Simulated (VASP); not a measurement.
# GaSb (F-43m) in VASP: single point with PBEsol

Aim: the single point of GaSb with PBEsol.

Program: VASP 6.6.1. These are calculated values, not measurements. Logs are shortened: lines on timing, memory, paths and dates and some standing lists are left out, and cuts for length are marked.

### 1 The cell of the first run

The structure is cubic, space group F-43m (No. 216). The conventional cell has a = 6.112 Å, b = 6.112 Å, c = 6.112 Å, α = 90.00°, β = 90.00°, γ = 90.00°. Ga (site symmetry -43m) has 4 Sb at 2.65 Å within 3.5 Å. Sb (site symmetry -43m) has 4 Ga at 2.65 Å within 3.5 Å.

### 2 Single point, PBEsol

The input, INCAR:

```
SYSTEM = GaSb
PREC = Accurate
ENCUT = 520
EDIFF = 1E-6
ISMEAR = 0
SIGMA = 0.1
LREAL = .False.
LASPH = .True.
NELM = 60
ALGO = Normal
ISIF = 2
LWAVE = .False.
LCHARG = .False.
GGA = PS
NBANDS = 16
```

The input, KPOINTS:

```
regular mesh
0
Gamma
  18 18 18
  0 0 0
```

The input, POSCAR:

```
GaSb
1.0
    0.0000000000      3.0559490798      3.0559490798
    3.0559490798      0.0000000000      3.0559490798
    3.0559490798      3.0559490798      0.0000000000
Ga Sb
1 1
Direct
    0.0000000000      0.0000000000      0.0000000000
    0.2500000000      0.2500000000      0.2500000000
```

Potentials or basis: VASP PAW PBE potentials, release 64 (Ga_d, Sb).

The run is started by

```
$ cat potpaw_PBE.64/Ga_d/POTCAR potpaw_PBE.64/Sb/POTCAR > POTCAR
$ mpirun -np 1 vasp_std > vasp.out
```

OUTCAR:

```text
SYSTEM = GaSb
   PREC = Accurate
   ENCUT = 520
   EDIFF = 1E-6
   ISMEAR = 0
   LREAL = .False.
   LASPH = .True.
   NELM = 60
   ISIF = 2
   GGA = PS

 ion  position               nearest neighbor table
   1  0.000  0.000  0.000-   2 2.65   2 2.65   2 2.65   2 2.65
   2  0.250  0.250  0.250-   1 2.65   1 2.65   1 2.65   1 2.65

  LATTYP: Found a face centered cubic cell.
 ALAT       =     6.1118981596

  Lattice vectors:

 A1 = (   0.0000000000,   3.0559490798,   3.0559490798)
 A2 = (   3.0559490798,   0.0000000000,   3.0559490798)
 A3 = (   3.0559490798,   3.0559490798,   0.0000000000)

Analysis of symmetry for initial positions (statically):
=====================================================================
 Subroutine PRICEL returns:
 Original cell was already a primitive cell.

 Routine SETGRP: Setting up the symmetry group for a
 face centered cubic supercell.

 Subroutine GETGRP returns: Found 24 space group operations
 (whereof 24 operations were pure point group operations)
 out of a pool of 48 trial point group operations.

The static configuration has the point symmetry T_d .

Analysis of symmetry for dynamics (positions and initial velocities):
=====================================================================
 Subroutine PRICEL returns:
 Original cell was already a primitive cell.

 Routine SETGRP: Setting up the symmetry group for a
 face centered cubic supercell.

 Subroutine GETGRP returns: Found 24 space group operations
 (whereof 24 operations were pure point group operations)
 out of a pool of 48 trial point group operations.

The dynamic configuration has the point symmetry T_d .

 Subroutine INISYM returns: Found 24 space group operations
 (whereof 24 operations are pure point group operations),
 and found     1 'primitive' translations

----------------------------------------------------------------------------------------

                                     Primitive cell

  volume of cell :      57.0779

  direct lattice vectors                    reciprocal lattice vectors
     0.000000000  3.055949080  3.055949080    -0.163615292  0.163615292  0.163615292
     3.055949080  0.000000000  3.055949080     0.163615292 -0.163615292  0.163615292
     3.055949080  3.055949080  0.000000000     0.163615292  0.163615292 -0.163615292

  length of vectors
     4.321764635  4.321764635  4.321764635     0.283389998  0.283389998  0.283389998

  position of ions in fractional coordinates (direct lattice)
     0.000000000  0.000000000  0.000000000
     0.250000000  0.250000000  0.250000000

  ion indices of the primitive-cell ions
   primitive index   ion index
                 1           1
                 2           2

----------------------------------------------------------------------------------------

 KPOINTS: regular mesh

Automatic generation of k-mesh.
 Grid dimensions read from file:
 generate k-points for:   18   18   18

 Generating k-lattice:

  Cartesian coordinates                     Fractional coordinates (reciprocal lattice)
    -0.009089738  0.009089738  0.009089738     0.055555556  0.000000000  0.000000000
     0.009089738 -0.009089738  0.009089738     0.000000000  0.055555556  0.000000000
     0.009089738  0.009089738 -0.009089738     0.000000000  0.000000000  0.055555556

  Length of vectors
     0.015743889  0.015743889  0.015743889

  Shift w.r.t. Gamma in fractional coordinates (k-lattice)
     0.000000000  0.000000000  0.000000000

 Subroutine IBZKPT returns following result:
 ===========================================

 Found    195 irreducible k-points:

 Following reciprocal coordinates:
            Coordinates               Weight
  0.000000  0.000000  0.000000      1.000000
  0.055556  0.000000  0.000000      8.000000
  0.111111  0.000000  0.000000      8.000000
  0.166667  0.000000  0.000000      8.000000
  0.222222  0.000000  0.000000      8.000000
  0.277778  0.000000  0.000000      8.000000
[... 16 lines left out ...]
 -0.277778  0.055556  0.000000     24.000000
 -0.222222  0.055556  0.000000     24.000000
 [... further k-points ...]
   k-points           NKPTS =    195   k-points in BZ     NKDIM =    195   number of bands    NBANDS=     16
   number of dos      NEDOS =    301   number of ions     NIONS =      2
   total plane-waves  NPLWV =  32768
   dimension x,y,z NGX =    32 NGY =   32 NGZ =   32
   dimension x,y,z NGXF=    64 NGYF=   64 NGZF=   64
   ions per type =               1   1
   NGX,Y,Z   is equivalent  to a cutoff of  12.31, 12.31, 12.31 a.u.
   NGXF,Y,Z  is equivalent  to a cutoff of  24.62, 24.62, 24.62 a.u.
 SYSTEM =  GaSb
   PREC   = accura    normal or accurate (medium, high low for compatibility)
   ISTART =      0    job   : 0-new  1-cont  2-samecut
   ICHARG =      2    charge: 1-file 2-atom 10-const
   ISPIN  =      1    spin polarized calculation?
   LNONCOLLINEAR =      F non collinear calculations
   LSORBIT =      F    spin-orbit coupling
   LASPH  =      T    aspherical Exc in radial PAW
   ENCUT  =  520.0 eV  38.22 Ry    6.18 a.u.   8.04  8.04  8.04*2*pi/ulx,y,z
   NELM   =     60;   NELMIN=  2; NELMDL= -5     # of ELM steps
   EDIFF  = 0.1E-05   stopping-criterion for ELM
   LREAL  =      F    real-space projection
   EDIFFG = 0.1E-04   stopping-criterion for IOM
   NSW    =      0    number of steps for IOM
   IBRION =     -1    ionic relax: 0-MD 1-quasi-New 2-CG
   NFREE  =      0    steps in history (QN), initial steepest desc. (CG)
   ISIF   =      2    stress and relaxation
   ISYM   =      2    0-nonsym 1-usesym 2-fastsym
   POTIM  = 0.5000    time-step for ionic-motion
   TEBEG  =    0.0;   TEEND  =   0.0 temperature during run
   PSTRESS=    0.0 pullay stress
   NELECT =      18.0000    total number of electrons
   NUPDOWN=      -1.0000    fix difference up-down
   EMIN   =  10.00;   EMAX   =-10.00  energy-range for DOS
   EFERMI =   0.00;   METHOD = LEGACY
   ISMEAR =     0;   SIGMA  =   0.10  broadening in eV -4-tet -1-fermi 0-gaus
   EFERMI_NEDOS =   21; number of points for ismear=-14 and -15
   IALGO  =     38    algorithm
   IMIX   =      4    mixing-type and parameters
     AMIX     =   0.40;   BMIX     =  1.00
     AMIX_MAG =   1.60;   BMIX_MAG =  1.00
  volume/ion in A,a.u.               =      28.54       192.59
  Fermi-wavevector in a.u.,A,eV,Ry     =   1.114319  2.105758 16.894449  1.241707
  Thomas-Fermi vector in A             =   2.250913
   LORBIT       =      0    0 simple, 1 ext, 2 COOP (PROOUT), +10 PAW based schemes
   GGA     = PS    functional components
   LHFCALC =     F    Hartree Fock is set to
   AEXX    =    0.0000 exact exchange contribution
   IVDW    =     0    specifies the selected vdW correction
   LEPSILON=     F    determine dielectric tensor
   LRPA    =     F    only Hartree local field effects (RPA)
 non-spin polarized calculation
 Gauss-broadening in eV      SIGMA  =   0.10
  energy-cutoff  :      520.00
  volume of cell :       57.08
 maximum number of plane-waves:      1572
   NGX = 17   NGY = 17   NGZ = 17

 number of electron      17.9999985 magnetization

 Free energy of the ion-electron system (eV)
  ---------------------------------------------------
  ext. energy  EPLUGINS =         0.00000000
  ---------------------------------------------------
  free energy    TOTEN  =        -8.15584760 eV

  energy without entropy =       -8.15579636  energy(sigma->0) =       -8.15582198

 E-fermi :   4.8495     XC(G=0):  -9.2802

 val. band max:        4.7724640665   @ k =   0.0000   0.0000   0.0000
 cond. band min:       5.1138002867   @ k =   0.5000   0.0000   0.0000
 fundamental gap:      0.3413362202
 Fermi energy:         4.8494598935

 k-point     1 :       0.0000    0.0000    0.0000
  band No.  band energies     occupation
      1     -10.2414      2.00000
      2     -10.2414      2.00000
      3     -10.2414      2.00000
      4     -10.1906      2.00000
      5     -10.1906      2.00000
      6      -6.7644      2.00000
[... 8 lines left out ...]
     15      13.3668      0.00000
     16      13.3668      0.00000

 k-point     2 :       0.0556    0.0000    0.0000
  band No.  band energies     occupation
      1     -10.2423      2.00000
      2     -10.2410      2.00000
      3     -10.2410      2.00000
      4     -10.1906      2.00000
      5     -10.1906      2.00000
      6      -6.7323      2.00000
[... 8 lines left out ...]
     15      13.0400      0.00000
     16      13.0400      0.00000

 k-point     3 :       0.1111    0.0000    0.0000
  band No.  band energies     occupation
      1     -10.2449      2.00000
      2     -10.2399      2.00000
      3     -10.2399      2.00000
      4     -10.1908      2.00000
      5     -10.1908      2.00000
      6      -6.6369      2.00000
[... 8 lines left out ...]
     15      12.6145      0.00000
     16      12.6145      0.00000

 k-point     4 :       0.1667    0.0000    0.0000
  band No.  band energies     occupation
      1     -10.2488      2.00000
      2     -10.2383      2.00000
      3     -10.2383      2.00000
      4     -10.1909      2.00000
      5     -10.1909      2.00000
      6      -6.4807      2.00000
[... 8 lines left out ...]
     15      12.3299      0.00000
     16      12.3299      0.00000
[... 324 lines left out ...]
 k-point    22 :      -0.3333    0.0556    0.0000
  band No.  band energies     occupation
      1     -10.2651      2.00000
      2     -10.2323      2.00000
      3     -10.2316      2.00000
      4     -10.1913      2.00000
      5     -10.1904      2.00000
      6      -5.6003      2.00000
[... 8 lines left out ...]
     15      12.5866      0.00000
     16      13.7371      0.00000

 k-point    23 :      -0.2778    0.0556    0.0000
  band No.  band energies     occupation
      1     -10.2608      2.00000
      2     -10.2339      2.00000
      3     -10.2330      2.00000
      4     -10.1916      2.00000
      5     -10.1905      2.00000
      6      -5.8904      2.00000
[... 8 lines left out ...]
     15      12.1248      0.00000
     16      13.1883      0.00000

 k-point    24 :      -0.2222    0.0556    0.0000
  band No.  band energies     occupation
      1     -10.2560      2.00000
      2     -10.2359      2.00000
      3     -10.2347      2.00000
      4     -10.1916      2.00000
      5     -10.1905      2.00000
      6      -6.1601      2.00000
[... 8 lines left out ...]
     15      11.9362      0.00000
     16      12.8355      0.00000

 [... further k-points ...]

------------------------ aborting loop because EDIFF is reached ----------------------------------------

  FORCE on cell =-STRESS in cart. coord.  units (eV):
  Direction    XX          YY          ZZ          XY          YZ          ZX
  --------------------------------------------------------------------------------------
  -------------------------------------------------------------------------------------
  Total        0.0291536      0.0291536      0.0291536     -0.0000000      0.0000000     -0.0000000
  in kB        0.8183413      0.8183413      0.8183413     -0.0000000      0.0000000     -0.0000000
  external PRESSURE =       0.8183413 kB  Pullay stress =       0.0000000 kB

 VOLUME and BASIS-vectors are now :
 -----------------------------------------------------------------------------
  energy-cutoff  :      520.00
  volume of cell :       57.08
      direct lattice vectors                 reciprocal lattice vectors
     0.000000000  3.055949080  3.055949080    -0.163615292  0.163615292  0.163615292
     3.055949080  0.000000000  3.055949080     0.163615292 -0.163615292  0.163615292
     3.055949080  3.055949080  0.000000000     0.163615292  0.163615292 -0.163615292

 POSITION                                       TOTAL-FORCE (eV/Angst)
 -----------------------------------------------------------------------------------
      0.00000      0.00000      0.00000        -0.000000     -0.000000     -0.000000
      1.52797      1.52797      1.52797         0.000000      0.000000      0.000000
 -----------------------------------------------------------------------------------
    total drift:                                0.000000      0.000000      0.000000

  FREE ENERGIE OF THE ION-ELECTRON SYSTEM (eV)
  ---------------------------------------------------
  free  energy   TOTEN  =        -8.1558476029 eV

  energy  without entropy=       -8.1557963578  energy(sigma->0) =       -8.15582198
```

It took 1.9 min on 1 thread of Intel Xeon Platinum 8488C (Sapphire Rapids), shared host; peak memory 0.32 GiB.

Results:

| Quantity | Value |
| --- | --- |
| Free energy | -8.1558 eV |
| Pressure | 0.1 GPa |
| Band gap on the k mesh | 0.01 eV |

Levels at points of the mesh, in eV from the valence-band top:
```
           k point  band 5  band 6  band 7  band 8  band 9  band 10  band 11  band 12  band 13  band 14
(0.00, 0.00, 0.00)  -14.95  -11.52    0.00    0.00    0.00     0.01     2.76     2.76     2.76     5.63
(0.50, 0.00, 0.00)  -14.95   -9.89   -6.41   -1.16   -1.16     0.35     3.72     3.72     6.32     9.27
(0.50, 0.50, 0.00)  -14.95   -9.05   -6.85   -2.60   -2.60     0.84     1.15     8.69     8.69    10.00
```

Caveat: semilocal functionals underestimate gaps, and a narrow one can read as zero; the PAW data sets were made with another functional, which shifts forces and pressure a little; spin-orbit coupling is left out, which moves the levels of the heavy elements.

The gap in the log of VASP goes by the Fermi energy; the results here count the filled bands.